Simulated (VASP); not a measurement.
# Ti (P-1) in VASP: single point with PBE

Aim: the single point of Ti with PBE.

Program: VASP 6.6.1. These are calculated values, not measurements. Logs are shortened: lines on timing, memory, paths and dates and some standing lists are left out, and cuts for length are marked.

### Step 1. The cell of the first run

The typed cell holds 3 atoms: a = 4.600 Å, b = 4.627 Å, c = 2.786 Å, α = 81.73°, β = 86.85°, γ = 119.04°.

### Step 2. Single point, PBE

Input file INCAR:

```
SYSTEM = Ti
PREC = Accurate
ENCUT = 500
EDIFF = 1E-6
ISMEAR = 0
SIGMA = 0.1
LREAL = .FALSE.
LASPH = .TRUE.
NELM = 120
ALGO = Normal
ISIF = 2
LWAVE = .FALSE.
LCHARG = .FALSE.
GGA = PE
NBANDS = 25
GGA_COMPAT = .FALSE.
```

Input file KPOINTS:

```
Automatic mesh
0
Gamma
  3 3 2
  0.25 0.25 0.25
```

Input file POSCAR:

```
Ti
1.0
    4.5982490497      0.0252610574      0.1240507127
   -2.2772478074      4.0138403096      0.3284208301
    0.0767612970      0.2789803368      2.7711329303
Ti
3
Direct
    0.0000000000      0.0000000000      0.0000000000
    0.3333333333      0.6666666667      0.5000000000
    0.6666666667      0.3333333333      0.5000000000
```

Potentials or basis: VASP PAW PBE potentials, release 64 (Ti_sv).

Started as:

```
cat potpaw_PBE.64/Ti_sv/POTCAR > POTCAR
mpirun -np 1 vasp_std > vasp.out
```

OUTCAR:

```text
SYSTEM = Ti
   PREC = Accurate
   ENCUT = 500
   EDIFF = 1E-6
   ISMEAR = 0
   LREAL = .FALSE.
   LASPH = .TRUE.
   NELM = 120
   ISIF = 2
   GGA = PE

 ion  position               nearest neighbor table
   1  0.000  0.000  0.000-   2 2.78   3 2.78   3 2.84   2 2.84
   2  0.333  0.667  0.500-   3 2.65   3 2.68   3 2.70   1 2.78   1 2.84
   3  0.667  0.333  0.500-   2 2.65   2 2.68   2 2.70   1 2.78   1 2.84

  LATTYP: Found a triclinic cell.
 ALAT       =     4.5999914156
 B/A-ratio  =     1.1972417516
 C/A-ratio  =     1.2465037345
 COS(alpha) =     0.0002364315
 COS(beta)  =     0.3649329295
 COS(gamma) =     0.8630335970

  Lattice vectors:

 A1 = (   4.5982490497,   0.0252610574,   0.1240507127)
 A2 = (   4.6750103467,   0.3042413942,   2.8951836430)
 A3 = (   2.2004865104,  -4.2928206464,  -3.0995537604)

Analysis of symmetry for initial positions (statically):
=====================================================================
 Subroutine PRICEL returns:
 Original cell was already a primitive cell.

 Routine SETGRP: Setting up the symmetry group for a
 triclinic supercell.

 Subroutine GETGRP returns: Found  2 space group operations
 (whereof  2 operations were pure point group operations)
 out of a pool of  2 trial point group operations.

The static configuration has the point symmetry S_2 .

Analysis of symmetry for dynamics (positions and initial velocities):
=====================================================================
 Subroutine PRICEL returns:
 Original cell was already a primitive cell.

 Routine SETGRP: Setting up the symmetry group for a
 triclinic supercell.

 Subroutine GETGRP returns: Found  2 space group operations
 (whereof  2 operations were pure point group operations)
 out of a pool of  2 trial point group operations.

The dynamic configuration has the point symmetry S_2 .

 Subroutine INISYM returns: Found  2 space group operations
 (whereof  2 operations are pure point group operations),
 and found     1 'primitive' translations

----------------------------------------------------------------------------------------

                                     Primitive cell

  volume of cell :      50.7675

  direct lattice vectors                    reciprocal lattice vectors
     4.598249050  0.025261057  0.124050713     0.217289812  0.124799635 -0.018583046
    -2.277247807  4.013840310  0.328420830    -0.000697179  0.250806820 -0.025230350
     0.076761297  0.278980337  2.771132930    -0.009644427 -0.035311070  0.364685289
[... 78 lines left out ...]
   NELM   =    120;   NELMIN=  2; NELMDL= -5     # of ELM steps
   EDIFF  = 0.1E-05   stopping-criterion for ELM
   LREAL  =      F    real-space projection
   EDIFFG = 0.1E-04   stopping-criterion for IOM
   NSW    =      0    number of steps for IOM
   IBRION =     -1    ionic relax: 0-MD 1-quasi-New 2-CG
   NFREE  =      0    steps in history (QN), initial steepest desc. (CG)
   ISIF   =      2    stress and relaxation
   ISYM   =      2    0-nonsym 1-usesym 2-fastsym
   POTIM  = 0.5000    time-step for ionic-motion
   TEBEG  =    0.0;   TEEND  =   0.0 temperature during run
   PSTRESS=    0.0 pullay stress
   NELECT =      36.0000    total number of electrons
   NUPDOWN=      -1.0000    fix difference up-down
   EMIN   =  10.00;   EMAX   =-10.00  energy-range for DOS
   EFERMI =   0.00;   METHOD = LEGACY
   ISMEAR =     0;   SIGMA  =   0.10  broadening in eV -4-tet -1-fermi 0-gaus
   EFERMI_NEDOS =   21; number of points for ismear=-14 and -15
   IALGO  =     38    algorithm
   IMIX   =      4    mixing-type and parameters
     AMIX     =   0.40;   BMIX     =  1.00
     AMIX_MAG =   1.60;   BMIX_MAG =  1.00
  volume/ion in A,a.u.               =      16.92       114.20
  Fermi-wavevector in a.u.,A,eV,Ry     =   1.459868  2.758751 28.996952  2.131216
  Thomas-Fermi vector in A             =   2.576385
   LORBIT       =      0    0 simple, 1 ext, 2 COOP (PROOUT), +10 PAW based schemes
   GGA     = PE    functional components
   LHFCALC =     F    Hartree Fock is set to
   AEXX    =    0.0000 exact exchange contribution
   IVDW    =     0    specifies the selected vdW correction
   LEPSILON=     F    determine dielectric tensor
   LRPA    =     F    only Hartree local field effects (RPA)
 non-spin polarized calculation
 Gauss-broadening in eV      SIGMA  =   0.10
  energy-cutoff  :      500.00
  volume of cell :       50.77
 maximum number of plane-waves:      1309
 NGX is ok and might be reduce to    36
   NGX = 17   NGY = 17   NGZ = 11

 number of electron      35.9999998 magnetization

 Free energy of the ion-electron system (eV)
  ---------------------------------------------------
  ext. energy  EPLUGINS =         0.00000000
  ---------------------------------------------------
  free energy    TOTEN  =       -23.17719023 eV

  energy without entropy =      -23.16025207  energy(sigma->0) =      -23.16872115

 E-fermi :   8.3721     XC(G=0): -11.6080

 val. band max:        8.3630409000   @ k =   0.4167   0.0833   0.1250
 cond. band min:       8.3846141732   @ k =   0.4167   0.4167   0.1250
 fundamental gap:      0.0215732732
 Fermi energy:         8.3721147764

 k-point     1 :       0.0833    0.0833    0.1250
  band No.  band energies     occupation
      1     -48.2027      2.00000
      2     -48.0367      2.00000
      3     -47.9247      2.00000
      4     -24.6199      2.00000
      5     -24.5864      2.00000
      6     -24.4783      2.00000
[... 493 lines left out ...]
     24      10.9970      0.00000
     25      11.5136      0.00000

------------------------ aborting loop because EDIFF is reached ----------------------------------------

  FORCE on cell =-STRESS in cart. coord.  units (eV):
  Direction    XX          YY          ZZ          XY          YZ          ZX
  --------------------------------------------------------------------------------------
  -------------------------------------------------------------------------------------
  Total        0.0653517      0.0009754      1.5864142     -0.2040185     -1.8797087     -0.4366776
  in kB        2.0624430      0.0307813     50.0658185     -6.4386428    -59.3219331    -13.7811576
  external PRESSURE =      17.3863476 kB  Pullay stress =       0.0000000 kB

 VOLUME and BASIS-vectors are now :
 -----------------------------------------------------------------------------
  energy-cutoff  :      500.00
  volume of cell :       50.77
      direct lattice vectors                 reciprocal lattice vectors
     4.598249050  0.025261057  0.124050713     0.217289812  0.124799635 -0.018583046
    -2.277247807  4.013840310  0.328420830    -0.000697179  0.250806820 -0.025230350
     0.076761297  0.278980337  2.771132930    -0.009644427 -0.035311070  0.364685289

 POSITION                                       TOTAL-FORCE (eV/Angst)
 -----------------------------------------------------------------------------------
      0.00000      0.00000      0.00000         0.000000      0.000000      0.000000
      0.05297      2.82380      1.64586        -0.140691      0.187720      0.066156
      2.34480      1.49428      1.57774         0.140691     -0.187720     -0.066156
 -----------------------------------------------------------------------------------
    total drift:                               -0.000000     -0.000000     -0.000000

  FREE ENERGIE OF THE ION-ELECTRON SYSTEM (eV)
  ---------------------------------------------------
  free  energy   TOTEN  =       -23.1771902250 eV

  energy  without entropy=      -23.1602520680  energy(sigma->0) =      -23.16872115
```

stdout:

```text
POSCAR found type information on POSCAR Ti
 POSCAR found :  1 types and       3 ions
 scaLAPACK will be used
 LDA part: xc-table for (Slater+PW92), standard interpolation
 POSCAR, INCAR and KPOINTS ok, starting setup
 FFT: planning ... GRIDC
 FFT: planning ... GRID_SOFT
 FFT: planning ... GRID
 WAVECAR not read
 entering main loop
```

It took 36 s on 1 thread of Intel Xeon 8259CL, shared host; peak memory 0.17 GiB.

What came out:

```
Free energy            : -23.1772 eV
Pressure               : 1.7 GPa
Largest force          : 0.244 eV/Å
Band gap on the k mesh : zero (band 18 reaches 8.38 eV, above the bottom of band 19 at 8.36 eV)
```

Forces on the atoms (eV/Å):
```
Ti   0.000  0.000  0.000
Ti  -0.141  0.188  0.066
Ti   0.141 -0.188 -0.066
```

Caveat: the k points lie up to 1.15 Å⁻¹ apart.
